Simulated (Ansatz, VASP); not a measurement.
**Al2Au in VASP and in Ansatz**

```
CELL_PARAMETERS angstrom
0.00000 2.98353 2.98353
2.98353 0.00000 2.98353
2.98353 2.98353 0.00000
ATOMIC_POSITIONS crystal
Al 0.25000 0.25000 0.25000
Al 0.75000 0.75000 0.75000
Au 0.00000 0.00000 0.00000
```

Alike in both runs: task single point; functional PBE; k mesh 12 × 12 × 12; occupations gaussian, width 0.1 eV; no spin polarisation.

|  | VASP | Ansatz |
| --- | --- | --- |
| version | VASP 6.6.1 | Ansatz 0.2.0 |
| potentials or method | VASP PAW PBE potentials, release 64 (Al, Au), cutoff 520 eV | scalar-relativistic, plane waves, PAW |
| valence electrons in the cell | 17 | 25 |

|  | VASP | Ansatz | Ansatz less VASP |
| --- | --- | --- | --- |
| gap on the k mesh at the Fermi level (eV) | none | none | - |
| pressure (GPa) | 5.2 | 5.5 | +0.32 |

A gap of «none» marks a metal or a gap that the smearing closes. VASP's potentials hold 17 valence electrons a cell and Ansatz's 25, so a difference there can come from the potentials and not from the codes.

Spin-orbit coupling is off throughout.
